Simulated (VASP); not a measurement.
# Ni (Im-3m) in VASP: further runs

Ni is run at these levels: BLYP; tasks: single point, relaxation of cell and atoms.

Program: VASP 6.6.1. These are calculated values, not measurements. Logs are shortened: lines on timing, memory, paths and dates and some standing lists are left out, and cuts for length are marked.

## 1. The cell of the first run

Symmetry: Im-3m, No. 229, cubic system. Conventional cell: a = 2.802 Å, b = 2.802 Å, c = 2.802 Å, α = 90.00°, β = 90.00°, γ = 90.00°. Within 3.2 Å of Ni (site symmetry m-3m) lie 14 Ni at 2.43 to 2.80 Å.

This isn't the form of Ni at room conditions, which is fcc.

## 2. Single point, BLYP, collinear spin, ferromagnetic start (11.00 Å³/atom)

INCAR

```
SYSTEM = Ni
  PREC = Accurate
  ENCUT = 520
  EDIFF = 1E-6
  ISMEAR = -1
  SIGMA = 0.05
  LREAL = .False.
  LASPH = .True.
  NELM = 150
  ALGO = Normal
  ISIF = 2
  LWAVE = .False.
  LCHARG = .False.
  ISPIN = 2
  MAGMOM = -0.58 -0.58
  LORBIT = 11
  LMAXMIX = 4
  GGA = B5
  ALDAX = 1.0
  AGGAX = 1.0
  AGGAC = 1.0
  ALDAC = 0.0
  NBANDS = 21
```

KPOINTS

```
regular mesh
0
Gamma
  12 12 12
  0 0 0
```

POSCAR

```
Ni
1.0
    2.8017755300      0.0000000000      0.0000000000
    0.0000000000      2.8017755300      0.0000000000
    0.0000000000      0.0000000000      2.8017755300
Ni
2
Direct
    0.0000000000      0.0000000000      0.0000000000
    0.5000000000      0.5000000000      0.5000000000
```

Potentials or basis: VASP PAW PBE potentials, release 64 (Ni).

Started as:

```bash
cat potpaw_PBE.64/Ni/POTCAR > POTCAR
mpirun -np 1 vasp_std > vasp.out
```

OUTCAR:

```text
SYSTEM = Ni
   PREC = Accurate
   ENCUT = 520
   EDIFF = 1E-6
   ISMEAR = -1
   LREAL = .False.
   LASPH = .True.
   NELM = 150
   ISIF = 2
   ISPIN = 2
   LORBIT = 11
   GGA = B5

 ion  position               nearest neighbor table
   1  0.000  0.000  0.000-   2 2.43   2 2.43   2 2.43   2 2.43   2 2.43   2 2.43   2 2.43   2 2.43

   2  0.500  0.500  0.500-   1 2.43   1 2.43   1 2.43   1 2.43   1 2.43   1 2.43   1 2.43   1 2.43

  LATTYP: Found a simple cubic cell.
 ALAT       =     2.8017755300

  Lattice vectors:

 A1 = (   2.8017755300,   0.0000000000,   0.0000000000)
 A2 = (   0.0000000000,   2.8017755300,   0.0000000000)
 A3 = (   0.0000000000,   0.0000000000,   2.8017755300)

Analysis of symmetry for initial positions (statically):
=====================================================================
 Subroutine PRICEL returns following result:

  LATTYP: Found a body centered cubic cell.
 ALAT       =     2.8017755300

  Lattice vectors:

 A1 = (   1.4008877650,   1.4008877650,  -1.4008877650)
 A2 = (  -1.4008877650,   1.4008877650,   1.4008877650)
 A3 = (   1.4008877650,  -1.4008877650,   1.4008877650)

   2 primitive cells build up your supercell.

 Routine SETGRP: Setting up the symmetry group for a
 simple cubic supercell.

 Subroutine GETGRP returns: Found 48 space group operations
 (whereof 48 operations were pure point group operations)
 out of a pool of 48 trial point group operations.

The static configuration has the point symmetry O_h .

Analysis of symmetry for dynamics (positions and initial velocities):
=====================================================================
 Subroutine PRICEL returns following result:

  LATTYP: Found a body centered cubic cell.
 ALAT       =     2.8017755300

  Lattice vectors:

 A1 = (   1.4008877650,   1.4008877650,  -1.4008877650)
 A2 = (  -1.4008877650,   1.4008877650,   1.4008877650)
 A3 = (   1.4008877650,  -1.4008877650,   1.4008877650)

   2 primitive cells build up your supercell.

 Routine SETGRP: Setting up the symmetry group for a
 simple cubic supercell.

 Subroutine GETGRP returns: Found 48 space group operations
 (whereof 48 operations were pure point group operations)
 out of a pool of 48 trial point group operations.

The dynamic configuration has the point symmetry O_h .

Analysis of structural, dynamic, and magnetic symmetry:
=====================================================================
 Subroutine PRICEL returns following result:

  LATTYP: Found a body centered cubic cell.
 ALAT       =     2.8017755300

  Lattice vectors:

 A1 = (   1.4008877650,   1.4008877650,  -1.4008877650)
 A2 = (  -1.4008877650,   1.4008877650,   1.4008877650)
 A3 = (   1.4008877650,  -1.4008877650,   1.4008877650)

   2 primitive cells build up your supercell.

 Routine SETGRP: Setting up the symmetry group for a
 simple cubic supercell.

 Subroutine GETGRP returns: Found 48 space group operations
 (whereof 48 operations were pure point group operations)
 out of a pool of 48 trial point group operations.

The overall configuration has the point symmetry O_h .

 Subroutine INISYM returns: Found 48 space group operations
 (whereof 48 operations are pure point group operations),
 and found     2 'primitive' translations

----------------------------------------------------------------------------------------

                                     Primitive cell

  volume of cell :      10.9969

  direct lattice vectors                    reciprocal lattice vectors
     1.400887765  1.400887765 -1.400887765     0.356916530  0.356916530  0.000000000
    -1.400887765  1.400887765  1.400887765     0.000000000  0.356916530  0.356916530
     1.400887765 -1.400887765  1.400887765     0.356916530  0.000000000  0.356916530

  length of vectors
     2.426408785  2.426408785  2.426408785     0.504756197  0.504756197  0.504756197

  position of ions in fractional coordinates (direct lattice)
     0.000000000  0.000000000  0.000000000

  ion indices of the primitive-cell ions
   primitive index   ion index
                 1           1

----------------------------------------------------------------------------------------

 KPOINTS: regular mesh

Automatic generation of k-mesh.
 Grid dimensions read from file:
 generate k-points for:   12   12   12

 Generating k-lattice:

  Cartesian coordinates                     Fractional coordinates (reciprocal lattice)
     0.029743044  0.000000000  0.000000000     0.083333333  0.000000000  0.000000000
     0.000000000  0.029743044  0.000000000     0.000000000  0.083333333  0.000000000
     0.000000000  0.000000000  0.029743044     0.000000000  0.000000000  0.083333333

  Length of vectors
     0.029743044  0.029743044  0.029743044

  Shift w.r.t. Gamma in fractional coordinates (k-lattice)
     0.000000000  0.000000000  0.000000000

 Subroutine IBZKPT returns following result:
 ===========================================

 Found     84 irreducible k-points:

 Following reciprocal coordinates:
            Coordinates               Weight
  0.000000  0.000000  0.000000      1.000000
  0.083333  0.000000  0.000000      6.000000
  0.166667  0.000000  0.000000      6.000000
  0.250000  0.000000  0.000000      6.000000
  0.333333  0.000000  0.000000      6.000000
  0.416667  0.000000  0.000000      6.000000
[... 16 lines left out ...]
  0.333333  0.333333  0.000000     12.000000
  0.416667  0.333333  0.000000     24.000000
 [... further k-points ...]
   k-points           NKPTS =     84   k-points in BZ     NKDIM =     84   number of bands    NBANDS=     21
   number of dos      NEDOS =    301   number of ions     NIONS =      2
   total plane-waves  NPLWV =  13824
   dimension x,y,z NGX =    24 NGY =   24 NGZ =   24
   dimension x,y,z NGXF=    48 NGYF=   48 NGZF=   48
   ions per type =               2
   NGX,Y,Z   is equivalent  to a cutoff of  14.24, 14.24, 14.24 a.u.
   NGXF,Y,Z  is equivalent  to a cutoff of  28.48, 28.48, 28.48 a.u.
 SYSTEM =  Ni
   PREC   = accura    normal or accurate (medium, high low for compatibility)
   ISTART =      0    job   : 0-new  1-cont  2-samecut
   ICHARG =      2    charge: 1-file 2-atom 10-const
   ISPIN  =      2    spin polarized calculation?
   LNONCOLLINEAR =      F non collinear calculations
   LSORBIT =      F    spin-orbit coupling
   LASPH  =      T    aspherical Exc in radial PAW
   ENCUT  =  520.0 eV  38.22 Ry    6.18 a.u.   5.21  5.21  5.21*2*pi/ulx,y,z
   NELM   =    150;   NELMIN=  2; NELMDL= -5     # of ELM steps
   EDIFF  = 0.1E-05   stopping-criterion for ELM
   LREAL  =      F    real-space projection
   EDIFFG = 0.1E-04   stopping-criterion for IOM
   NSW    =      0    number of steps for IOM
   IBRION =     -1    ionic relax: 0-MD 1-quasi-New 2-CG
   NFREE  =      0    steps in history (QN), initial steepest desc. (CG)
   ISIF   =      2    stress and relaxation
   ISYM   =      2    0-nonsym 1-usesym 2-fastsym
   POTIM  = 0.5000    time-step for ionic-motion
   TEBEG  =    0.0;   TEEND  =   0.0 temperature during run
   PSTRESS=    0.0 pullay stress
   NELECT =      20.0000    total number of electrons
   NUPDOWN=      -1.0000    fix difference up-down
   EMIN   =  10.00;   EMAX   =-10.00  energy-range for DOS
   EFERMI =   0.00;   METHOD = LEGACY
   ISMEAR =    -1;   SIGMA  =   0.05  broadening in eV -4-tet -1-fermi 0-gaus
   EFERMI_NEDOS =   21; number of points for ismear=-14 and -15
   IALGO  =     38    algorithm
   IMIX   =      4    mixing-type and parameters
     AMIX     =   0.40;   BMIX     =  1.00
     AMIX_MAG =   1.60;   BMIX_MAG =  1.00
  volume/ion in A,a.u.               =      11.00        74.21
  Fermi-wavevector in a.u.,A,eV,Ry     =   1.586055  2.997209 34.226401  2.515569
  Thomas-Fermi vector in A             =   2.685425
   LORBIT       =     11    0 simple, 1 ext, 2 COOP (PROOUT), +10 PAW based schemes
   GGA     = B5    functional components
   LHFCALC =     F    Hartree Fock is set to
   AEXX    =    0.0000 exact exchange contribution
   IVDW    =     0    specifies the selected vdW correction
   LEPSILON=     F    determine dielectric tensor
   LRPA    =     F    only Hartree local field effects (RPA)
 spin polarized calculation
  energy-cutoff  :      520.00
  volume of cell :       21.99
 maximum number of plane-waves:       624
 NGX is ok and might be reduce to    24
   NGX = 11   NGY = 11   NGZ = 11

 number of electron      19.9999970 magnetization      -1.0194842

 Free energy of the ion-electron system (eV)
  ---------------------------------------------------
  ext. energy  EPLUGINS =         0.00000000
  ---------------------------------------------------
  free energy    TOTEN  =        -9.03045298 eV

  energy without entropy =       -9.00690032  energy(sigma->0) =       -9.01867665

 E-fermi :   9.5433     XC(G=0): -12.5983

 val. band max:        9.5398872758   @ k =   0.5000   0.5000   0.0000
 cond. band min:       9.5558066303   @ k =   0.4167   0.4167   0.1667
 fundamental gap:      0.0159193545
 Fermi energy:         9.5433337380

 spin component 1

 k-point     1 :       0.0000    0.0000    0.0000
  band No.  band energies     occupation
      1       0.8989      1.00000
      2       5.7834      1.00000
      3       5.7835      1.00000
      4       7.9335      1.00000
      5       7.9335      1.00000
      6       7.9335      1.00000
[... 550 lines left out ...]
      5       7.8521      1.00000
      6       8.2377      1.00000
[... 13 lines left out ...]
     20      37.0803      0.00000
     21      37.1229      0.00000

 [... further k-points ...]

 spin component 2

 k-point     1 :       0.0000    0.0000    0.0000
  band No.  band energies     occupation
      1       0.8969      1.00000
      2       5.5015      1.00000
      3       5.5015      1.00000
      4       7.3133      1.00000
      5       7.3133      1.00000
      6       7.3133      1.00000
[... 550 lines left out ...]
      5       7.5752      1.00000
      6       7.9927      1.00000
[... 13 lines left out ...]
     20      36.9701      0.00000
     21      37.0475      0.00000

 [... further k-points ...]

------------------------ aborting loop because EDIFF is reached ----------------------------------------

  FORCE on cell =-STRESS in cart. coord.  units (eV):
  Direction    XX          YY          ZZ          XY          YZ          ZX
  --------------------------------------------------------------------------------------
  -------------------------------------------------------------------------------------
  Total        1.2286780      1.2286780      1.2286780     -0.0000000     -0.0000000      0.0000000
  in kB       89.5052804     89.5052804     89.5052804     -0.0000000     -0.0000000      0.0000000
  external PRESSURE =      89.5052804 kB  Pullay stress =       0.0000000 kB

 VOLUME and BASIS-vectors are now :
 -----------------------------------------------------------------------------
  energy-cutoff  :      520.00
  volume of cell :       21.99
      direct lattice vectors                 reciprocal lattice vectors
     2.801775530  0.000000000  0.000000000     0.356916530  0.000000000  0.000000000
     0.000000000  2.801775530  0.000000000     0.000000000  0.356916530  0.000000000
     0.000000000  0.000000000  2.801775530     0.000000000  0.000000000  0.356916530

 POSITION                                       TOTAL-FORCE (eV/Angst)
 -----------------------------------------------------------------------------------
      0.00000      0.00000      0.00000        -0.000000     -0.000000     -0.000000
      1.40089      1.40089      1.40089         0.000000      0.000000      0.000000
 -----------------------------------------------------------------------------------
    total drift:                                0.000000      0.000000     -0.000000

  FREE ENERGIE OF THE ION-ELECTRON SYSTEM (eV)
  ---------------------------------------------------
  free  energy   TOTEN  =        -9.0304529763 eV

  energy  without entropy=       -9.0069003235  energy(sigma->0) =       -9.01867665

 total charge

# of ion       s       p       d       tot
------------------------------------------
    1        0.490   0.464   8.386   9.340
    2        0.490   0.464   8.386   9.340
--------------------------------------------------
tot          0.980   0.929  16.772  18.681

 magnetization (x)

# of ion       s       p       d       tot
------------------------------------------
    1        0.005   0.015  -0.536  -0.516
    2        0.005   0.015  -0.536  -0.516
--------------------------------------------------
tot          0.010   0.030  -1.072  -1.031
```

Wall time 31 s (1 thread of Intel Xeon 6975P-C (Granite Rapids), shared host); peak memory 0.18 GiB.

Results:

```
Free energy                                           : -9.0305 eV
Pressure                                              : 9.0 GPa
Net moment                                            : -1.02 μB per cell
Site moments                                          : Ni -0.52 μB
Valence electrons inside the program's atomic spheres : Ni 9.34
```

Caveat: the cell stands under pressure; the PAW data sets were made with another functional, which shifts forces and pressure a little.

## 3. Single point, BLYP, collinear spin, ferromagnetic start (11.46 Å³/atom)

This run uses another cell than the first one, of 11.46 Å³/atom.

INCAR

```
PREC = Accurate ; ENCUT = 520
EDIFF = 1E-6 ; ISMEAR = -1
SIGMA = 0.05 ; LREAL = False
LASPH = True ; NELM = 150
ALGO = Normal ; ISIF = 2
LWAVE = False ; LCHARG = True
ISPIN = 2 ; MAGMOM = -0.58 -0.58
LORBIT = 11 ; LMAXMIX = 4
GGA = B5 ; ALDAX = 1.0
AGGAX = 1.0 ; AGGAC = 1.0
ALDAC = 0.0 ; LELF = True
LVHAR = True ; NBANDS = 21
```

KPOINTS

```
regular mesh
0
Gamma
  12 12 12
```

POSCAR

```
Ni
1.0
    2.8401607866      0.0000000000      0.0000000000
    0.0000000000      2.8401607866      0.0000000000
    0.0000000000      0.0000000000      2.8401607866
Ni
2
Direct
    0.0000000000      0.0000000000      0.0000000000
    0.5000000000      0.5000000000      0.5000000000
```

Potentials or basis: VASP PAW PBE potentials, release 64 (Ni).

Started as:

```bash
cat potpaw_PBE.64/Ni/POTCAR > POTCAR
mpirun -np 1 vasp_std > vasp.out
```

Run time: 31 s. Hardware: 1 thread of Intel Xeon 6975P-C (Granite Rapids), shared host; peak memory 0.18 GiB.

Results (log left out):

* Free energy: -9.0595 eV
* Pressure: 1.3 GPa
* Net moment: -1.05 μB per cell
* Site moments: Ni -0.53 μB
* Valence electrons inside the program's atomic spheres: Ni 9.28

Levels at points of the mesh, in eV from the Fermi level:
Spin up:
```csv
k point,band 7,band 8,band 9,band 10,band 11,band 12,band 13,band 14
"(0.00, 0.00, 0.00)",-0.39,-0.39,0.46,0.46,0.46,9.59,9.59,9.59
"(0.50, 0.00, 0.00)",-1.16,-1.16,-0.53,-0.53,0.45,0.45,16.45,16.45
"(0.50, 0.50, 0.00)",-0.25,-0.25,0.55,0.55,0.68,0.68,6.48,6.48
"(0.50, 0.50, 0.50)",-0.22,-0.22,-0.22,-0.22,8.32,8.32,8.32,8.32
```
Spin down:
```
           k point  band 6  band 7  band 8  band 9  band 10  band 11  band 12  band 13  band 14  band 15
(0.00, 0.00, 0.00)   -2.15   -0.82   -0.82   -0.26    -0.26    -0.26     9.56     9.56     9.56    15.56
(0.50, 0.00, 0.00)   -1.79   -1.79   -1.79   -1.21    -1.21     0.09     0.09    16.31    16.31    16.31
(0.50, 0.50, 0.00)   -0.90   -0.68   -0.68   -0.06    -0.06     0.57     0.57     6.16     6.16    18.88
(0.50, 0.50, 0.50)   -2.89   -0.66   -0.66   -0.66    -0.66     8.11     8.11     8.11     8.11     8.11
```

Caveat: the PAW data sets were made with another functional, which shifts forces and pressure a little.

[end of part 1 of 3]
